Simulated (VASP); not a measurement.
# FeO (P4_2/mmc) in VASP: further runs, part 2 of 2

VASP 6.6.1. The steps go on from the part before.

### Step 3. Single point, PBE, collinear spin, ferromagnetic start

This run uses another cell than the first one, of 11.91 Å³/atom, 0.887 times its volume.

Input file INCAR:

```
  ALGO = Normal
  EDIFF = 1E-7
  ENCUT = 520
  GGA = PE
  ISIF = 2
  ISMEAR = -1
  ISPIN = 2
  LASPH = T
  LCHARG = T
  LELF = T
  LMAXMIX = 4
  LORBIT = 11
  LREAL = F
  LVHAR = T
  LWAVE = F
  MAGMOM = 3 3 0 0
  NBANDS = 26
  NELM = 150
  PREC = Accurate
  SIGMA = 0.05
```

Input file KPOINTS:

```
k-points
0
Gamma
  9 9 5
```

Input file POSCAR:

```
FeO
1.0
    2.9837134940      0.0000000000      0.0000000000
    0.0000000000      2.9837134940      0.0000000000
    0.0000000000      0.0000000000      5.3526656873
Fe O
2 2
Direct
    0.5000000000      0.0000000000      0.5000000000
    0.0000000000      0.5000000000      0.0000000000
    0.5000000000      0.5000000000      0.2500000000
    0.5000000000      0.5000000000      0.7500000000
```

Potentials or basis: VASP PAW PBE potentials, release 64 (Fe, O).

Started as:

```sh
> cat potpaw_PBE.64/Fe/POTCAR potpaw_PBE.64/O/POTCAR > POTCAR
> mpirun -np 1 vasp_std > vasp.out
```

OUTCAR:

```text
EDIFF = 1E-7
   ENCUT = 520
   GGA = PE
   ISIF = 2
   ISMEAR = -1
   ISPIN = 2
   LASPH = T
   LORBIT = 11
   LREAL = F
   NELM = 150
   PREC = Accurate

 ion  position               nearest neighbor table
   1  0.500  0.000  0.500-   3 2.00   4 2.00   3 2.00   4 2.00
   2  0.000  0.500  0.000-   3 2.00   4 2.00   3 2.00   4 2.00
   3  0.500  0.500  0.250-   1 2.00   2 2.00   1 2.00   2 2.00
   4  0.500  0.500  0.750-   1 2.00   2 2.00   1 2.00   2 2.00

  LATTYP: Found a simple tetragonal cell.
 ALAT       =     2.9837134940
 C/A-ratio  =     1.7939610147

  Lattice vectors:

 A1 = (   2.9837134940,   0.0000000000,   0.0000000000)
 A2 = (   0.0000000000,   2.9837134940,   0.0000000000)
 A3 = (   0.0000000000,   0.0000000000,   5.3526656873)

Analysis of symmetry for initial positions (statically):
=====================================================================
 Subroutine PRICEL returns:
 Original cell was already a primitive cell.

 Routine SETGRP: Setting up the symmetry group for a
 simple tetragonal supercell.

 Subroutine GETGRP returns: Found 16 space group operations
 (whereof  8 operations were pure point group operations)
 out of a pool of 16 trial point group operations.

The static configuration has the point symmetry D_2h.
 The point group associated with its full space group is D_4h.

Analysis of symmetry for dynamics (positions and initial velocities):
=====================================================================
 Subroutine PRICEL returns:
 Original cell was already a primitive cell.

 Routine SETGRP: Setting up the symmetry group for a
 simple tetragonal supercell.

 Subroutine GETGRP returns: Found 16 space group operations
 (whereof  8 operations were pure point group operations)
 out of a pool of 16 trial point group operations.

[... 159 lines left out ...]

 Free energy of the ion-electron system (eV)
  ---------------------------------------------------
  ext. energy  EPLUGINS =         0.00000000
  ---------------------------------------------------
  free energy    TOTEN  =       -29.80764119 eV

  energy without entropy =      -29.75981491  energy(sigma->0) =      -29.78372805

 E-fermi :   4.1830     XC(G=0): -11.0915

 val. band max:        4.1783291532   @ k =   0.4444   0.3333   0.4000
 cond. band min:       4.1859170877   @ k =   0.3333   0.1111   0.0000
 fundamental gap:      0.0075879344
 Fermi energy:         4.1829673178

 spin component 1

 k-point     1 :       0.0000    0.0000    0.0000
  band No.  band energies     occupation
      1     -16.0267      1.00000
      2     -14.9204      1.00000
      3      -4.3318      1.00000
      4      -1.9168      1.00000
      5      -1.9168      1.00000
      6      -0.1244      1.00000
[... 685 lines left out ...]
     25      17.5521      0.00000
     26      19.8979      0.00000

 [... further k-points ...]

 spin component 2

 k-point     1 :       0.0000    0.0000    0.0000
  band No.  band energies     occupation
      1     -15.7829      1.00000
      2     -14.7005      1.00000
      3      -3.7308      1.00000
      4      -0.7917      1.00000
      5      -0.7917      1.00000
      6       0.4494      1.00000
[... 685 lines left out ...]
     25      18.2975      0.00000
     26      20.5098      0.00000

 [... further k-points ...]
[... 5 lines left out ...]
  --------------------------------------------------------------------------------------
  -------------------------------------------------------------------------------------
  Total       -2.2151718     -2.2151718     -2.4747863     -0.0000000      0.0000000      0.0000000
  in kB      -74.4789667    -74.4789667    -83.2077787     -0.0000000      0.0000000      0.0000000
  external PRESSURE =     -77.3885707 kB  Pullay stress =       0.0000000 kB

 VOLUME and BASIS-vectors are now :
 -----------------------------------------------------------------------------
  energy-cutoff  :      520.00
  volume of cell :       47.65
      direct lattice vectors                 reciprocal lattice vectors
     2.983713494  0.000000000  0.000000000     0.335152823  0.000000000  0.000000000
     0.000000000  2.983713494  0.000000000     0.000000000  0.335152823  0.000000000
     0.000000000  0.000000000  5.352665687     0.000000000  0.000000000  0.186822802

 POSITION                                       TOTAL-FORCE (eV/Angst)
 -----------------------------------------------------------------------------------
      1.49186      0.00000      2.67633         0.000000      0.000000      0.000000
      0.00000      1.49186      0.00000         0.000000      0.000000      0.000000
      1.49186      1.49186      1.33817        -0.000000     -0.000000      0.000000
      1.49186      1.49186      4.01450         0.000000      0.000000      0.000000
 -----------------------------------------------------------------------------------
    total drift:                                0.000000     -0.000000     -0.000000

  FREE ENERGIE OF THE ION-ELECTRON SYSTEM (eV)
  ---------------------------------------------------
  free  energy   TOTEN  =       -29.8076411854 eV

  energy  without entropy=      -29.7598149135  energy(sigma->0) =      -29.78372805

 total charge

# of ion       s       p       d       tot
------------------------------------------
    1        0.356   0.402   6.081   6.839
    2        0.356   0.402   6.081   6.839
    3        1.568   3.418   0.000   4.985
    4        1.568   3.418   0.000   4.985
--------------------------------------------------
tot          3.848   7.640  12.161  23.650

 magnetization (x)

# of ion       s       p       d       tot
------------------------------------------
    1        0.029   0.019   3.027   3.074
    2        0.029   0.019   3.027   3.074
    3        0.017   0.092   0.000   0.109
    4        0.017   0.092   0.000   0.109
--------------------------------------------------
tot          0.091   0.221   6.054   6.365
```

stdout:

```text
POSCAR found type information on POSCAR FeO
 POSCAR found :  2 types and       4 ions
 scaLAPACK will be used
 LDA part: xc-table for (Slater+PW92), standard interpolation
 POSCAR, INCAR and KPOINTS ok, starting setup
 FFT: planning ... GRIDC
 FFT: planning ... GRID_SOFT
 FFT: planning ... GRID
 WAVECAR not read
 entering main loop
```

Run time: 5.4 min. Hardware: 1 thread of AMD EPYC 7R13, shared host; peak memory 0.2 GiB.

What came out:

```yaml
Free_energy: -29.8076 eV
Pressure: -7.7 GPa
Net_moment: 6.46 μB per cell
Site_moments: Fe +3.07; O +0.11 μB
Valence_electrons_inside_the_program's_atomic_spheres: Fe 6.84; O 4.99
```

Stress tensor (GPa, compression positive):
```
-7.45  0.00  0.00
 0.00 -7.45  0.00
 0.00  0.00 -8.32
```

Caveat: semilocal functionals often make such compounds metallic where correlation or magnetic order opens a gap, which also shifts bond lengths; only a ferromagnetic start was run, and an antiferromagnetic order may lie lower in energy. With open d or f shells a metallic result of PBE can be an artefact of self-interaction; +U or a hybrid may open a gap.

### Step 4. Single point, PBE, collinear spin, ferromagnetic start

This run uses another cell than the first one, of 12.17 Å³/atom, 0.906 times its volume.

Input file INCAR:

```
PREC = Accurate ; ENCUT = 520
EDIFF = 1E-7 ; ISMEAR = -1
SIGMA = 0.05 ; LREAL = F
LASPH = T ; NELM = 150
ALGO = Normal ; ISIF = 2
LWAVE = F ; LCHARG = F
ISPIN = 2 ; MAGMOM = 3 3 0 0
LORBIT = 11 ; LMAXMIX = 4
GGA = PE ; NBANDS = 26
```

Input file KPOINTS:

```
regular mesh
0
Gamma
  9 9 5
```

Input file POSCAR:

```
FeO
1.0
    3.0047262532      0.0000000000      0.0000000000
    0.0000000000      3.0047262532      0.0000000000
    0.0000000000      0.0000000000      5.3903617581
Fe O
2 2
Direct
    0.5000000000      0.0000000000      0.5000000000
    0.0000000000      0.5000000000      0.0000000000
    0.5000000000      0.5000000000      0.2500000000
    0.5000000000      0.5000000000      0.7500000000
```

Potentials or basis: VASP PAW PBE potentials, release 64 (Fe, O).

Started as:

```sh
> cat potpaw_PBE.64/Fe/POTCAR potpaw_PBE.64/O/POTCAR > POTCAR
> mpirun -np 1 vasp_std > vasp.out
```

OUTCAR:

```text
PREC = Accurate
   ENCUT = 520
   EDIFF = 1E-7
   ISMEAR = -1
   LREAL = F
   LASPH = T
   NELM = 150
   ISIF = 2
   ISPIN = 2
   LORBIT = 11
   GGA = PE

 ion  position               nearest neighbor table
   1  0.500  0.000  0.500-   3 2.02   4 2.02   3 2.02   4 2.02
   2  0.000  0.500  0.000-   3 2.02   4 2.02   3 2.02   4 2.02
   3  0.500  0.500  0.250-   1 2.02   2 2.02   1 2.02   2 2.02
   4  0.500  0.500  0.750-   1 2.02   2 2.02   1 2.02   2 2.02

  LATTYP: Found a simple tetragonal cell.
 ALAT       =     3.0047262532
 C/A-ratio  =     1.7939610147

  Lattice vectors:

[... 1620 lines left out ...]
      direct lattice vectors                 reciprocal lattice vectors
     3.004726253  0.000000000  0.000000000     0.332809020  0.000000000  0.000000000
     0.000000000  3.004726253  0.000000000     0.000000000  0.332809020  0.000000000
     0.000000000  0.000000000  5.390361758     0.000000000  0.000000000  0.185516306

 POSITION                                       TOTAL-FORCE (eV/Angst)
 -----------------------------------------------------------------------------------
      1.50236      0.00000      2.69518         0.000000      0.000000      0.000000
      0.00000      1.50236      0.00000         0.000000      0.000000      0.000000
      1.50236      1.50236      1.34759         0.000000      0.000000     -0.000000
      1.50236      1.50236      4.04277        -0.000000     -0.000000     -0.000000
 -----------------------------------------------------------------------------------
    total drift:                                0.000000     -0.000000     -0.000000

  FREE ENERGIE OF THE ION-ELECTRON SYSTEM (eV)
  ---------------------------------------------------
  free  energy   TOTEN  =       -29.7581163790 eV

  energy  without entropy=      -29.7060567886  energy(sigma->0) =      -29.73208658

 total charge

# of ion       s       p       d       tot
------------------------------------------
    1        0.352   0.390   6.048   6.790
    2        0.352   0.390   6.048   6.790
    3        1.566   3.417   0.000   4.984
    4        1.566   3.417   0.000   4.984
--------------------------------------------------
tot          3.836   7.614  12.096  23.546

 magnetization (x)

# of ion       s       p       d       tot
------------------------------------------
    1        0.028   0.019   3.189   3.236
    2        0.028   0.019   3.189   3.236
    3        0.018   0.127   0.000   0.145
    4        0.018   0.127   0.000   0.145
--------------------------------------------------
tot          0.092   0.292   6.377   6.761
```

OSZICAR:

```text
N       E                     dE             d eps       ncg     rms          rms(c)
DAV:   1     0.245279602999E+03    0.24528E+03   -0.12872E+04  4680   0.125E+03
DAV:   2    -0.643000999514E+01   -0.25171E+03   -0.22423E+03  4744   0.300E+02
DAV:   3    -0.355073368163E+02   -0.29077E+02   -0.27592E+02  5496   0.117E+02
[... 13 lines left out ...]
DAV:  17    -0.297581098134E+02   -0.84672E-05   -0.48318E-05  7044   0.694E-02    0.261E-02
DAV:  18    -0.297581136140E+02   -0.38006E-05   -0.17460E-05  6702   0.475E-02    0.152E-02
DAV:  19    -0.297581157464E+02   -0.21325E-05   -0.17697E-05  6958   0.382E-02    0.515E-03
DAV:  20    -0.297581163422E+02   -0.59574E-06   -0.47027E-06  6846   0.146E-02    0.355E-03
DAV:  21    -0.297581163790E+02   -0.36835E-07   -0.36520E-07  4384   0.863E-03
   1 F= -.29758116E+02 E0= -.29732087E+02  d E =-.520596E-01  mag=     6.8815
```

stdout:

```text
POSCAR found type information on POSCAR FeO
 POSCAR found :  2 types and       4 ions
 scaLAPACK will be used
 LDA part: xc-table for (Slater+PW92), standard interpolation
 POSCAR, INCAR and KPOINTS ok, starting setup
 FFT: planning ... GRIDC
 FFT: planning ... GRID_SOFT
 FFT: planning ... GRID
 WAVECAR not read
 entering main loop
```

It took 4.3 min on 1 thread of AMD EPYC 7R13, shared host; peak memory 0.2 GiB.

Results:

```
Free energy                                           : -29.7581 eV
Pressure                                              : -7.9 GPa
Net moment                                            : 6.88 μB per cell
Site moments                                          : Fe +3.24; O +0.14 μB
Valence electrons inside the program's atomic spheres : Fe 6.79; O 4.98
```

Caveat: semilocal functionals often make such compounds metallic where correlation or magnetic order opens a gap, which also shifts bond lengths; only a ferromagnetic start was run, and an antiferromagnetic order may lie lower in energy.

### Step 5. Single point, PBE, collinear spin, ferromagnetic start

This run uses another cell than the first one, of 12.42 Å³/atom, 0.925 times its volume.

Input file INCAR:

```
SYSTEM = FeO
PREC     = Accurate       ! precision mode
ENCUT    = 520            ! plane-wave cutoff, eV
EDIFF    = 1E-6           ! SCF threshold, eV
ISMEAR   = -1             ! smearing method
SIGMA    = 0.05           ! smearing width, eV
LREAL    = .FALSE.        ! projectors in reciprocal space
LASPH    = .TRUE.         ! aspherical terms in the spheres
NELM     = 150            ! most SCF steps
ALGO     = Normal         ! electronic algorithm
ISIF     = 2              ! what is computed and relaxed
LWAVE    = .FALSE.        ! write WAVECAR
LCHARG   = .TRUE.         ! write CHGCAR
ISPIN    = 2              ! spin polarisation
MAGMOM   = 3 3 0 0        ! initial moments
LORBIT   = 11             ! projections on sites
LMAXMIX  = 4              ! l up to which the mixer works
GGA      = PE             ! functional
LELF     = .TRUE.         ! ELF
LVHAR    = .TRUE.       
NBANDS   = 26             ! bands
```

Input file KPOINTS:

```
Automatic mesh
0
G
  9 9 5
  0 0 0
```

Input file POSCAR:

```
FeO
1.0
    3.0254491580      0.0000000000      0.0000000000
    0.0000000000      3.0254491580      0.0000000000
    0.0000000000      0.0000000000      5.4275378416
Fe O
2 2
Direct
    0.5000000000      0.0000000000      0.5000000000
    0.0000000000      0.5000000000      0.0000000000
    0.5000000000      0.5000000000      0.2500000000
    0.5000000000      0.5000000000      0.7500000000
```

Started as:

```sh
> cat potpaw_PBE.64/Fe/POTCAR potpaw_PBE.64/O/POTCAR > POTCAR
> mpirun -np 1 vasp_std > vasp.out
```

Wall time 5.1 min (1 thread of AMD EPYC 7R13, shared host); peak memory 0.2 GiB.

The run converged. Its results:

- Free energy: -29.7108 eV
- Pressure: -7.6 GPa
- Net moment: 7.36 μB per cell
- Site moments: Fe +3.41; O +0.20 μB
- Valence electrons inside the program's atomic spheres: Fe 6.74; O 4.98

Stress tensor (GPa, compression positive):
```
-6.68  0.00  0.00
 0.00 -6.68  0.00
 0.00  0.00 -9.36
```

Levels at points of the mesh, in eV from the Fermi level:
Spin up:
```tsv
k point	band 16	band 17	band 18	band 19	band 20	band 21
(0.00, 0.00, 0.00)	-2.54	0.12	0.12	0.65	4.82	6.37
```
Spin down:
```
           k point  band 8  band 9  band 10  band 11  band 12  band 13
(0.00, 0.00, 0.00)   -2.85   -2.68    -1.74    -0.61     0.56     0.56
```

Caveat: semilocal functionals often make such compounds metallic where correlation or magnetic order opens a gap, which also shifts bond lengths; only a ferromagnetic start was run, and an antiferromagnetic order may lie lower in energy. With open d or f shells a metallic result of PBE can be an artefact of self-interaction; +U or a hybrid may open a gap.

### Step 6. Single point, PBE, collinear spin, ferromagnetic start

This run uses another cell than the first one, of 12.67 Å³/atom, 0.943 times its volume.

Input file INCAR:

```
  PREC = Accurate
  ENCUT = 520
  EDIFF = 1E-7
  ISMEAR = -1
  SIGMA = 0.05
  LREAL = False
  LASPH = True
  NELM = 150
  ALGO = Normal
  ISIF = 2
  LWAVE = False
  LCHARG = False
  ISPIN = 2
  MAGMOM = 3 3 0 0
  LORBIT = 11
  LMAXMIX = 4
  GGA = PE
  NBANDS = 26
```

Input file KPOINTS:

```
Automatic mesh
0
Gamma
  9 9 5
```

Input file POSCAR:

```
FeO
1.0
    3.0458920022      0.0000000000      0.0000000000
    0.0000000000      3.0458920022      0.0000000000
    0.0000000000      0.0000000000      5.4642115070
Fe O
2 2
Direct
    0.5000000000      0.0000000000      0.5000000000
    0.0000000000      0.5000000000      0.0000000000
    0.5000000000      0.5000000000      0.2500000000
    0.5000000000      0.5000000000      0.7500000000
```

Potentials or basis: VASP PAW PBE potentials, release 64 (Fe, O).

Started as:

```sh
> cat potpaw_PBE.64/Fe/POTCAR potpaw_PBE.64/O/POTCAR > POTCAR
> mpirun -np 1 vasp_std > vasp.out
```

Run time: 5 min. Hardware: 1 thread of AMD EPYC 7R13, shared host; peak memory 0.21 GiB.

Results (log left out):

| Quantity | Value |
| --- | --- |
| Free energy | -29.6614 eV |
| Pressure | -8.5 GPa |
| Net moment | 7.62 μB per cell |
| Site moments | Fe +3.50; O +0.23 μB |
| Valence electrons inside the program's atomic spheres | Fe 6.70; O 4.98 |

Stress tensor (GPa, compression positive):
```
 -7.29   0.00   0.00
  0.00  -7.29   0.00
  0.00   0.00 -10.91
```

Levels at points of the mesh, in eV from the Fermi level:
Spin up:
```csv
k point,band 14,band 15,band 16,band 17,band 18,band 19,band 20,band 21,band 22,band 23
"(0.00, 0.00, 0.00)",-3.23,-3.09,-2.62,0.04,0.04,0.54,4.77,6.23,12.42,13.30
```
Spin down:
```tsv
k point	band 8	band 9	band 10	band 11	band 12	band 13
(0.00, 0.00, 0.00)	-2.71	-2.64	-1.72	-0.55	0.55	0.55
```

Caveat: semilocal functionals often make such compounds metallic where correlation or magnetic order opens a gap, which also shifts bond lengths; only a ferromagnetic start was run, and an antiferromagnetic order may lie lower in energy. With open d or f shells a metallic result of PBE can be an artefact of self-interaction; +U or a hybrid may open a gap.

### Step 7. Summary

```tsv
cell	gap on the mesh (eV)	pressure (GPa)	moment (μB)
a = 3.106, b = 3.106, c = 5.571 Å, 4 atoms	none	-13.0	7.89
a = 2.984, b = 2.984, c = 5.353 Å, 4 atoms	none	-7.7	6.46
a = 3.005, b = 3.005, c = 5.390 Å, 4 atoms	none	-7.9	6.88
a = 3.025, b = 3.025, c = 5.428 Å, 4 atoms	none	-7.6	7.36
a = 3.046, b = 3.046, c = 5.464 Å, 4 atoms	none	-8.5	7.62
```

Alike in all rows: task single point; level PBE; potentials or basis VASP PAW PBE potentials, release 64 (Fe, O); spin collinear, ferromagnetic start; k mesh 9 × 9 × 5; cutoff (eV) 520; smearing fermi-dirac 0.05 eV.

Caveats: semilocal functionals often make such compounds metallic where correlation or magnetic order opens a gap, which also shifts bond lengths; only a ferromagnetic start was run, and an antiferromagnetic order may lie lower in energy.

Total energies depend on the potentials used, so only differences within one code and one set of settings carry meaning.
